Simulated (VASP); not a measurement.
Runs of VASP 6.6.1 on Co3Sn2. Symmetry: P-6m2, No. 187, hexagonal system. Conventional cell: a = 4.223 Å, b = 4.223 Å, c = 5.067 Å, α = 90.00°, β = 90.00°, γ = 120.00°. Within 3.3 Å of Co (site symmetry 3m) lie 5 Co at 2.50 to 2.76 Å and 6 Sn at 2.74 to 2.76 Å. Co (site symmetry -6m2) has 5 Sn at 2.44 to 2.53 Å and 6 Co at 2.76 Å within 3.2 Å. Sn (site symmetry -6m2) has 8 Co at 2.53 to 2.74 Å within 3.3 Å. Sn (site symmetry -6m2) has 9 Co at 2.44 to 2.76 Å within 3.2 Å. 

```csv
k mesh,gap on the mesh (eV),pressure (GPa),moment (μB),largest force (eV/Å)
6 × 6 × 4,none,-5.8,2.68,0.01
3 × 3 × 2,none,(a),(b),0.02
1 × 1 × 1,-,0.7,1.00,0.56
6 × 6 × 6,none,-5.6,2.79,0.01
```

Alike in all rows: task single point; level PBEsol; potentials or basis VASP PAW PBE potentials, release 64 (Co, Sn_d); spin collinear, ferromagnetic start; cell as given; cutoff (eV) 520; smearing gaussian 0.1 eV.

Q: Estimate the missing entries.

A: (a) -4.4; (b) 3.74.

Caveats: some runs use coarse meshes; the PAW data sets were made with another functional, which shifts forces and pressure a little; spin-orbit coupling is left out, which moves the levels of the heavy elements; the cell stands under tension (at least some runs).

A k mesh can miss the band edges, and the runs leave out spin-orbit coupling on Sn.

A gap of «none» marks levels without a gap at the run's occupations.
